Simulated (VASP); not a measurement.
# HfC (Fm-3m) in VASP: a series of runs

Aim: see how the results for HfC move with the level of theory and the settings. Levels: revPBE, PBEsol+U, RPBE+D3(BJ). Tasks: single point, relaxation of cell and atoms.

Everything below comes from runs of VASP 6.6.1. Logs are shortened: lines on timing, memory, paths and dates and some standing lists are left out, and cuts for length are marked.

## 1. The cell of the first run

The structure is cubic, space group Fm-3m (No. 225). The conventional cell has a = 4.672 Å, b = 4.672 Å, c = 4.672 Å, α = 90.00°, β = 90.00°, γ = 90.00°. Within 3.1 Å of Hf (site symmetry m-3m) lie 6 C at 2.34 Å. Within 3.1 Å of C (site symmetry m-3m) lie 6 Hf at 2.34 Å.

## 2. Single point, revPBE

File INCAR:

```
SYSTEM = HfC
PREC = Accurate
ENCUT = 520
EDIFF = 1E-6
ISMEAR = -1
SIGMA = 0.05
LREAL = .False.
LASPH = .True.
NELM = 100
ALGO = Normal
ISIF = 2
LWAVE = .False.
LCHARG = .False.
GGA = RE
NBANDS = 14
```

File KPOINTS:

```
Automatic mesh
0
Gamma
  10 10 10
  0 0 0
```

File POSCAR:

```
HfC
1.0
    0.0000000000      2.3359526009      2.3359526009
    2.3359526009      0.0000000000      2.3359526009
    2.3359526009      2.3359526009      0.0000000000
Hf C
1 1
Direct
    0.5000000000      0.5000000000      0.5000000000
    0.0000000000      0.0000000000      0.0000000000
```

Potentials or basis: VASP PAW PBE potentials, release 64 (Hf_pv, C).

Run with:

```sh
> cat potpaw_PBE.64/Hf_pv/POTCAR potpaw_PBE.64/C/POTCAR > POTCAR
> mpirun -np 1 vasp_std > vasp.out
```

OUTCAR:

```text
SYSTEM = HfC
   PREC = Accurate
   ENCUT = 520
   EDIFF = 1E-6
   ISMEAR = -1
   LREAL = .False.
   LASPH = .True.
   NELM = 100
   ISIF = 2
   GGA = RE

 ion  position               nearest neighbor table
   1  0.500  0.500  0.500-   2 2.34   2 2.34   2 2.34   2 2.34   2 2.34   2 2.34
   2  0.000  0.000  0.000-   1 2.34   1 2.34   1 2.34   1 2.34   1 2.34   1 2.34

  LATTYP: Found a face centered cubic cell.
 ALAT       =     4.6719052018

  Lattice vectors:

 A1 = (   0.0000000000,   2.3359526009,   2.3359526009)
 A2 = (   2.3359526009,   0.0000000000,   2.3359526009)
 A3 = (   2.3359526009,   2.3359526009,   0.0000000000)

Analysis of symmetry for initial positions (statically):
=====================================================================
 Subroutine PRICEL returns:
 Original cell was already a primitive cell.

 Routine SETGRP: Setting up the symmetry group for a
 face centered cubic supercell.

 Subroutine GETGRP returns: Found 48 space group operations
 (whereof 48 operations were pure point group operations)
 out of a pool of 48 trial point group operations.

The static configuration has the point symmetry O_h .

Analysis of symmetry for dynamics (positions and initial velocities):
=====================================================================
 Subroutine PRICEL returns:
 Original cell was already a primitive cell.

 Routine SETGRP: Setting up the symmetry group for a
 face centered cubic supercell.

 Subroutine GETGRP returns: Found 48 space group operations
 (whereof 48 operations were pure point group operations)
 out of a pool of 48 trial point group operations.

The dynamic configuration has the point symmetry O_h .

 Subroutine INISYM returns: Found 48 space group operations
 (whereof 48 operations are pure point group operations),
 and found     1 'primitive' translations

----------------------------------------------------------------------------------------

                                     Primitive cell

  volume of cell :      25.4931

  direct lattice vectors                    reciprocal lattice vectors
     0.000000000  2.335952601  2.335952601    -0.214045439  0.214045439  0.214045439
     2.335952601  0.000000000  2.335952601     0.214045439 -0.214045439  0.214045439
     2.335952601  2.335952601  0.000000000     0.214045439  0.214045439 -0.214045439

  length of vectors
     3.303535849  3.303535849  3.303535849     0.370737576  0.370737576  0.370737576

  position of ions in fractional coordinates (direct lattice)
     0.500000000  0.500000000  0.500000000
     0.000000000  0.000000000  0.000000000
[... 83 lines left out ...]
   ISIF   =      2    stress and relaxation
   ISYM   =      2    0-nonsym 1-usesym 2-fastsym
   POTIM  = 0.5000    time-step for ionic-motion
   TEBEG  =    0.0;   TEEND  =   0.0 temperature during run
   PSTRESS=    0.0 pullay stress
   NELECT =      14.0000    total number of electrons
   NUPDOWN=      -1.0000    fix difference up-down
   EMIN   =  10.00;   EMAX   =-10.00  energy-range for DOS
   EFERMI =   0.00;   METHOD = LEGACY
   ISMEAR =    -1;   SIGMA  =   0.05  broadening in eV -4-tet -1-fermi 0-gaus
   EFERMI_NEDOS =   21; number of points for ismear=-14 and -15
   IALGO  =     38    algorithm
   IMIX   =      4    mixing-type and parameters
     AMIX     =   0.40;   BMIX     =  1.00
     AMIX_MAG =   1.60;   BMIX_MAG =  1.00
  volume/ion in A,a.u.               =      12.75        86.02
  Fermi-wavevector in a.u.,A,eV,Ry     =   1.340634  2.533430 24.453736  1.797299
  Thomas-Fermi vector in A             =   2.468931
   LORBIT       =      0    0 simple, 1 ext, 2 COOP (PROOUT), +10 PAW based schemes
   GGA     = RE    functional components
   LHFCALC =     F    Hartree Fock is set to
   AEXX    =    0.0000 exact exchange contribution
   IVDW    =     0    specifies the selected vdW correction
   LEPSILON=     F    determine dielectric tensor
   LRPA    =     F    only Hartree local field effects (RPA)
 non-spin polarized calculation
  energy-cutoff  :      520.00
  volume of cell :       25.49
 maximum number of plane-waves:       701
 NGX is ok and might be reduce to    28
   NGX = 13   NGY = 13   NGZ = 13

 number of electron      14.0000001 magnetization

 Free energy of the ion-electron system (eV)
  ---------------------------------------------------
  ext. energy  EPLUGINS =         0.00000000
  ---------------------------------------------------
  free energy    TOTEN  =       -20.29416342 eV

  energy without entropy =      -20.29126188  energy(sigma->0) =      -20.29271265

 E-fermi :   5.9652     XC(G=0): -12.1691

 val. band max:        5.9495547589   @ k =   0.1000   0.0000   0.0000
 cond. band min:       6.0879600284   @ k =   0.1000   0.1000   0.0000
 fundamental gap:      0.1384052696
 Fermi energy:         5.9652137921

 k-point     1 :       0.0000    0.0000    0.0000
  band No.  band energies     occupation
      1     -23.7449      2.00000
      2     -23.7449      2.00000
      3     -23.7449      2.00000
      4      -6.3478      2.00000
      5       6.9180      0.00000
      6       6.9180      0.00000
      7       6.9180      0.00000
      8       7.3344      0.00000
      9       7.3344      0.00000
     10       7.3344      0.00000
     11       9.2809      0.00000
     12       9.2809      0.00000
     13      12.5790      0.00000
     14      16.8656      0.00000
[... 377 lines left out ...]
      1     -24.2067      2.00000
      2     -23.9309      2.00000
      3     -23.9115      2.00000
      4      -4.2999      2.00000
      5       2.2271      2.00000
      6       4.1614      2.00000
      7       5.2151      2.00000
      8       6.1460      0.05234
      9      11.2161      0.00000
     10      12.2320      0.00000
     11      12.3594      0.00000
     12      14.0380      0.00000
     13      17.3341      0.00000
     14      18.4606      0.00000

 [... further k-points ...]
[... 5 lines left out ...]
  --------------------------------------------------------------------------------------
  -------------------------------------------------------------------------------------
  Total       -0.1347126     -0.1347126     -0.1347126     -0.0000000      0.0000000     -0.0000000
  in kB       -8.4663626     -8.4663626     -8.4663626     -0.0000000      0.0000000     -0.0000000
  external PRESSURE =      -8.4663626 kB  Pullay stress =       0.0000000 kB

 VOLUME and BASIS-vectors are now :
 -----------------------------------------------------------------------------
  energy-cutoff  :      520.00
  volume of cell :       25.49
      direct lattice vectors                 reciprocal lattice vectors
     0.000000000  2.335952601  2.335952601    -0.214045439  0.214045439  0.214045439
     2.335952601  0.000000000  2.335952601     0.214045439 -0.214045439  0.214045439
     2.335952601  2.335952601  0.000000000     0.214045439  0.214045439 -0.214045439

 POSITION                                       TOTAL-FORCE (eV/Angst)
 -----------------------------------------------------------------------------------
      2.33595      2.33595      2.33595        -0.000000      0.000000     -0.000000
      0.00000      0.00000      0.00000         0.000000      0.000000      0.000000
 -----------------------------------------------------------------------------------
    total drift:                                0.000000      0.000000      0.000000

  FREE ENERGIE OF THE ION-ELECTRON SYSTEM (eV)
  ---------------------------------------------------
  free  energy   TOTEN  =       -20.2941634241 eV

  energy  without entropy=      -20.2912618793  energy(sigma->0) =      -20.29271265
```

Run time: 11 s. Hardware: 1 thread of Intel Xeon Platinum 8559C (Emerald Rapids), shared host; peak memory 0.17 GiB.

Results:

| Property | Result |
| --- | --- |
| Free energy | -20.2942 eV |
| Pressure | -0.8 GPa |
| Band gap on the k mesh | zero (band 7 reaches 6.92 eV, above the bottom of band 8 at 5.52 eV) |

Levels at points of the mesh, in eV from the Fermi level:
```
           k point  band 3  band 4  band 5  band 6  band 7  band 8  band 9  band 10  band 11  band 12
(0.00, 0.00, 0.00)  -29.71  -12.31    0.95    0.95    0.95    1.37    1.37     1.37     3.32     3.32
(0.50, 0.00, 0.00)  -29.78   -8.68   -6.11   -2.97   -2.97    5.22    5.22     5.68     6.42    11.19
(0.50, 0.50, 0.00)  -29.93  -10.43   -2.66   -1.75   -0.16   -0.16    5.19     6.61     6.61     8.25
```

Caveat: the PAW data sets were made with another functional, which shifts forces and pressure a little; spin-orbit coupling is left out, which moves the levels of the heavy elements.

## 3. Single point, PBEsol+U

This run uses another cell than the first one, of 12.57 Å³/atom, 0.986 times its volume.

File INCAR:

```
SYSTEM = HfC
  PREC = Accurate
  ENCUT = 520
  EDIFF = 1E-6
  ISMEAR = -1
  SIGMA = 0.05
  LREAL = .FALSE.
  LASPH = .TRUE.
  NELM = 150
  ALGO = Normal
  ISIF = 2
  LWAVE = .FALSE.
  LCHARG = .FALSE.
  LMAXMIX = 4
  LDAU = .TRUE.
  LDAUTYPE = 2
  LDAUL = 2 -1
  LDAUU = 1 0
  LDAUJ = 0 0
  LDAUPRINT = 1
  GGA = PS
  NBANDS = 14
```

File KPOINTS:

```
Automatic mesh
0
G
  10 10 10
  0 0 0
```

File POSCAR:

```
HfC
1.0
    0.0000000000      2.3250000000      2.3250000000
    2.3250000000      0.0000000000      2.3250000000
    2.3250000000      2.3250000000      0.0000000000
Hf C
1 1
Direct
    0.5000000000      0.5000000000      0.5000000000
    0.0000000000      0.0000000000      0.0000000000
```

Potentials or basis: VASP PAW PBE potentials, release 64 (Hf_pv, C).

Run with:

```sh
> cat potpaw_PBE.64/Hf_pv/POTCAR potpaw_PBE.64/C/POTCAR > POTCAR
> mpirun -np 1 vasp_std > vasp.out
```

It took 6.6 s on 1 thread of Intel Xeon Platinum 8559C (Emerald Rapids), shared host; peak memory 0.14 GiB.

It converged, with:

- Free energy: -21.4888 eV
- Pressure: -3.4 GPa
- Band gap on the k mesh: zero (band 7 reaches 6.92 eV, above the bottom of band 8 at 5.51 eV)

Levels at points of the mesh, in eV from the Fermi level:
| k point | band 3 | band 4 | band 5 | band 6 | band 7 | band 8 | band 9 | band 10 | band 11 | band 12 |
| --- | --- | --- | --- | --- | --- | --- | --- | --- | --- | --- |
| (0.00, 0.00, 0.00) | -29.75 | -12.40 | 0.95 | 0.95 | 0.95 | 1.43 | 1.43 | 1.43 | 3.38 | 3.38 |
| (0.50, 0.00, 0.00) | -29.82 | -8.58 | -6.25 | -3.00 | -3.00 | 5.40 | 5.40 | 5.81 | 6.37 | 11.42 |
| (0.50, 0.50, 0.00) | -29.98 | -10.40 | -2.71 | -1.78 | -0.17 | -0.17 | 5.33 | 6.85 | 6.85 | 8.19 |

Eigenvalues of the final occupation matrices:
```csv
site,spin,trace,eigenvalues
site 1 d,1,0.84,0.12 0.12 0.12 0.24 0.24
site 1 d,2,0.84,0.12 0.12 0.12 0.24 0.24
```

Caveat: the PAW data sets were made with another functional, which shifts forces and pressure a little; spin-orbit coupling is left out, which moves the levels of the heavy elements; U without spin polarisation on a metal has little footing; the U is typed as a test and isn't derived for this compound.

## 4. Single point, PBEsol+U

This run uses another cell than the first one, of 12.57 Å³/atom, 0.986 times its volume.

File INCAR:

```
PREC = Accurate
ENCUT = 520
EDIFF = 1E-6
ISMEAR = -1
SIGMA = 0.05
LREAL = False
LASPH = True
NELM = 150
ALGO = Normal
ISIF = 2
LWAVE = False
LCHARG = False
LMAXMIX = 4
LDAU = True
LDAUTYPE = 2
LDAUL = 2 -1
LDAUU = 3 0
LDAUJ = 0 0
LDAUPRINT = 1
GGA = PS
NBANDS = 14
```

File KPOINTS:

```
regular mesh
0
Gamma
  10 10 10
```

POSCAR is that of step 3.

Run with:

```sh
> cat potpaw_PBE.64/Hf_pv/POTCAR potpaw_PBE.64/C/POTCAR > POTCAR
> mpirun -np 1 vasp_std > vasp.out
```

It took 6.8 s on 1 thread of Intel Xeon Platinum 8559C (Emerald Rapids), shared host; peak memory 0.14 GiB.

Results (log left out):

```
Free energy            : -20.1543 eV
Pressure               : 3.9 GPa
Band gap on the k mesh : zero (band 7 reaches 7.10 eV, above the bottom of band 8 at 5.72 eV)
```

Levels at points of the mesh, in eV from the Fermi level:
```tsv
k point	band 5	band 6	band 7	band 8	band 9	band 10
(0.00, 0.00, 0.00)	0.86	0.86	0.86	1.66	1.66	1.66
(0.50, 0.00, 0.00)	-6.34	-2.96	-2.96	5.69	5.69	5.98
(0.50, 0.50, 0.00)	-2.90	-1.63	-0.30	-0.30	5.45	7.20
```

Eigenvalues of the final occupation matrices:
| site | spin | trace | eigenvalues |
| --- | --- | --- | --- |
| site 1 d | 1 | 0.80 | 0.11 0.11 0.11 0.23 0.23 |
| site 1 d | 2 | 0.80 | 0.11 0.11 0.11 0.23 0.23 |

Caveat: the PAW data sets were made with another functional, which shifts forces and pressure a little; spin-orbit coupling is left out, which moves the levels of the heavy elements; U without spin polarisation on a metal has little footing; the U is typed as a test and isn't derived for this compound.

[end of part 1 of 2]
